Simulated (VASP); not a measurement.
# Be2C (Fm-3m) in VASP: vibrations by perturbation theory with PBEsol

Aim: the vibrations by perturbation theory of Be2C with PBEsol.

Everything below comes from runs of VASP 6.6.1. Logs are shortened: lines on timing, memory, paths and dates and some standing lists are left out, and cuts for length are marked.

### 1 The cell of the first run

It takes space group Fm-3m (No. 225, cubic). The conventional cell has a = 4.330 Å, b = 4.330 Å, c = 4.330 Å, α = 90.00°, β = 90.00°, γ = 90.00°. Be (site symmetry -43m) has 4 C at 1.87 Å and 6 Be at 2.17 Å within 2.5 Å. C (site symmetry m-3m) has 8 Be at 1.87 Å within 2.5 Å.

### 2 Vibrations by perturbation theory, PBEsol

File INCAR:

```
SYSTEM = Be2C
  PREC = Accurate
  ENCUT = 600
  EDIFF = 1E-8
  ISMEAR = 1
  SIGMA = 0.1
  LREAL = .False.
  LASPH = .True.
  NELM = 120
  ALGO = Normal
  ISIF = 2
  LWAVE = .False.
  LCHARG = .False.
  GGA = PS
  NBANDS = 11
  IBRION = 8
  NSW = 1
  GGA_COMPAT = .False.
```

File KPOINTS:

```
Automatic mesh
0
Gamma
  6 6 6
  0 0 0
```

File POSCAR:

```
Be2C
1.0
    0.0000000000      2.1650000000      2.1650000000
    2.1650000000      0.0000000000      2.1650000000
    2.1650000000      2.1650000000      0.0000000000
Be C
2 1
Direct
    0.2500000000      0.2500000000      0.2500000000
    0.7500000000      0.7500000000      0.7500000000
    0.0000000000      0.0000000000      0.0000000000
```

Potentials or basis: VASP PAW PBE potentials, release 64 (Be, C).

Launch:

```sh
$ cat potpaw_PBE.64/Be/POTCAR potpaw_PBE.64/C/POTCAR > POTCAR
$ mpirun -np 1 vasp_std > vasp.out
```

OUTCAR:

```text
SYSTEM = Be2C
   PREC = Accurate
   ENCUT = 600
   EDIFF = 1E-8
   ISMEAR = 1
   LREAL = .False.
   LASPH = .True.
   NELM = 120
   ISIF = 2
   GGA = PS
   IBRION = 8
   NSW = 1

 ion  position               nearest neighbor table
   1  0.250  0.250  0.250-   3 1.87   3 1.87   3 1.87   3 1.87   2 2.17   2 2.17   2 2.17   2 2.17
                             2 2.17   2 2.17
   2  0.750  0.750  0.750-   3 1.87   3 1.87   3 1.87   3 1.87   1 2.17   1 2.17   1 2.17   1 2.17
                             1 2.17   1 2.17
   3  0.000  0.000  0.000-   2 1.87   2 1.87   2 1.87   1 1.87   2 1.87   1 1.87   1 1.87   1 1.87

  LATTYP: Found a face centered cubic cell.
 ALAT       =     4.3300000000

  Lattice vectors:

 A1 = (   0.0000000000,   2.1650000000,   2.1650000000)
 A2 = (   2.1650000000,   0.0000000000,   2.1650000000)
 A3 = (   2.1650000000,   2.1650000000,   0.0000000000)

Analysis of symmetry for initial positions (statically):
=====================================================================
 Subroutine PRICEL returns:
 Original cell was already a primitive cell.

 Routine SETGRP: Setting up the symmetry group for a
 face centered cubic supercell.

 Subroutine GETGRP returns: Found 48 space group operations
 (whereof 48 operations were pure point group operations)
 out of a pool of 48 trial point group operations.

The static configuration has the point symmetry O_h .

Analysis of symmetry for dynamics (positions and initial velocities):
=====================================================================
 Subroutine PRICEL returns:
 Original cell was already a primitive cell.

 Routine SETGRP: Setting up the symmetry group for a
 face centered cubic supercell.

 Subroutine GETGRP returns: Found 48 space group operations
 (whereof 48 operations were pure point group operations)
 out of a pool of 48 trial point group operations.

[... 387 lines left out ...]
  volume of cell :       20.30
      direct lattice vectors                 reciprocal lattice vectors
     0.000000000  2.165000000  2.165000000    -0.230946882  0.230946882  0.230946882
     2.165000000  0.000000000  2.165000000     0.230946882 -0.230946882  0.230946882
     2.165000000  2.165000000  0.000000000     0.230946882  0.230946882 -0.230946882

 POSITION                                       TOTAL-FORCE (eV/Angst)
 -----------------------------------------------------------------------------------
      1.08250      1.08250      1.08250        -0.000000      0.000000     -0.000000
      3.24750      3.24750      3.24750         0.000000      0.000000      0.000000
      0.00000      0.00000      0.00000        -0.000000     -0.000000     -0.000000
 -----------------------------------------------------------------------------------
    total drift:                               -0.000000     -0.000000      0.000000

  FREE ENERGIE OF THE ION-ELECTRON SYSTEM (eV)
  ---------------------------------------------------
  free  energy   TOTEN  =       -18.4056072165 eV

  energy  without entropy=      -18.4056877429  energy(sigma->0) =      -18.40563406

[... ionic steps 2 to 9 ...]

--------------------------------------- Ionic step       10  -------------------------------------------

 Free energy of the ion-electron system (eV)
  ---------------------------------------------------
  ---------------------------------------------------
  free energy    TOTEN  =        -0.12535742 eV

  energy without entropy =       -0.12535742

------------------------ aborting loop because EDIFF is reached ----------------------------------------

 INTERNAL STRAIN TENSOR  FOR ION    3  DIRECTION 1   (eV/Angst):
 -----------------------------------------------------------------------------
    -0.02414  0.00000  0.00000
    -0.00000  0.01426 -0.00000
    -0.00000 -0.00000  0.01426

 INTERNAL STRAIN TENSOR FOR ION    3 for displacements in x,y,z  (eV/Angst):
          X           Y           Z          XY          YZ          ZX
  --------------------------------------------------------------------------------
  x     0.00000     0.00000     0.00000     0.00000     0.00000     0.00000
  y     0.00000     0.00000     0.00000     0.00000     0.00000     0.00000
  z     0.00000     0.00000     0.00000     0.00000     0.00000     0.00000

 SECOND DERIVATIVES (NOT SYMMETRIZED)
 ------------------------------------
               1X          1Y          1Z          2X          2Y          2Z          3X          3Y          3Z
  1X   -10.628757    0.000000    0.000000    5.221499    0.000000    0.000000    5.407258    0.000000    0.000000
  1Y     0.000000  -10.628757    0.000000    0.000000    5.221499    0.000000    0.000000    5.407258    0.000000
  1Z     0.000000    0.000000  -10.628757    0.000000    0.000000    5.221499    0.000000    0.000000    5.407258
  2X     5.221499    0.000000    0.000000  -10.628757    0.000000    0.000000    5.407258    0.000000    0.000000
  2Y     0.000000    5.221499    0.000000    0.000000  -10.628757    0.000000    0.000000    5.407258    0.000000
  2Z     0.000000    0.000000    5.221499    0.000000    0.000000  -10.628757    0.000000    0.000000    5.407258
  3X     5.404874    0.000000    0.000000    5.404874    0.000000    0.000000  -10.809748    0.000000    0.000000
  3Y     0.000000    5.404874    0.000000    0.000000    5.404874    0.000000    0.000000  -10.809748    0.000000
  3Z     0.000000    0.000000    5.404874    0.000000    0.000000    5.404874    0.000000    0.000000  -10.809748

 Eigenvectors and eigenvalues of the dynamical matrix
 ----------------------------------------------------

   1 f  =   20.731665 THz   130.260890 2PiTHz  691.533891 cm-1    85.739237 meV
             X         Y         Z           dx          dy          dz
      1.082500  1.082500  1.082500    -0.119547   -0.685928    0.123333
      3.247500  3.247500  3.247500     0.119547    0.685928   -0.123333
      0.000000  0.000000  0.000000     0.000000   -0.000000    0.000000
[... 43 lines left out ...]
   9 f/i=    0.002068 THz     0.012993 2PiTHz    0.068979 cm-1     0.008552 meV
             X         Y         Z           dx          dy          dz
      1.082500  1.082500  1.082500     0.000000   -0.547732   -0.000000
      3.247500  3.247500  3.247500     0.000000   -0.547732    0.000000
      0.000000  0.000000  0.000000     0.000000   -0.632439    0.000000

--------------------------------------------------------------------------------------------------------

 ELASTIC MODULI CONTR FROM IONIC RELAXATION (kBar)
 Direction    XX          YY          ZZ          XY          YZ          ZX
 --------------------------------------------------------------------------------
 XX          -0.0000     -0.0000     -0.0000      0.0000     -0.0000      0.0000
 YY          -0.0000     -0.0000     -0.0000      0.0000      0.0000      0.0000
 ZZ          -0.0000     -0.0000     -0.0000      0.0000      0.0000      0.0000
 XY           0.0000      0.0000      0.0000    -27.1877      0.0000      0.0000
 YZ          -0.0000      0.0000      0.0000     -0.0000    -27.1877     -0.0000
 ZX           0.0000      0.0000      0.0000      0.0000     -0.0000    -27.1877
 --------------------------------------------------------------------------------
```

stdout:

```text
POSCAR found type information on POSCAR BeC
 POSCAR found :  2 types and       3 ions
 scaLAPACK will be used
 -----------------------------------------------------------------------------
|                                                                             |
|                                                                             |
|     You enforced a specific xc type in the INCAR file but a different       |
|     I HOPE YOU KNOW WHAT YOU ARE DOING!                                     |
|                                                                             |
 -----------------------------------------------------------------------------

 LDA part: xc-table for (Slater+PW92), standard interpolation
 POSCAR, INCAR and KPOINTS ok, starting setup
 FFT: planning ... GRIDC
 FFT: planning ... GRID_SOFT
 FFT: planning ... GRID
 WAVECAR not read
 entering main loop
 Linear response reoptimize wavefunctions to high precision
 Linear response DOF=           2
 Linear response progress:
 first order change of Fermi-energy  -0.67133E-02
 force on displaced ion       1 direction 1 : -10.629  -0.000  -0.000
 Linear response progress:
 first order change of Fermi-energy   0.14446E-02
 force on displaced ion       3 direction 1 : -10.810   0.000   0.000
 Linear response finished
```

Wall time 15 s (1 thread of Intel Xeon 6975P-C (Granite Rapids), shared host); peak memory 0.15 GiB.

What came out:

| Item | Value |
| --- | --- |
| Highest phonon frequency at Γ, LO-TO splitting left out | 692 cm⁻¹ |

Phonon frequencies in cm⁻¹ (negative: imaginary):
| q point | frequencies |
| --- | --- |
| (0.000, 0.000, 0.000) | 0 0 0 639 639 639 692 692 692 |

Caveat: the k points lie up to 0.42 Å⁻¹ apart; the cell wasn't relaxed at this level first, which shifts response properties.
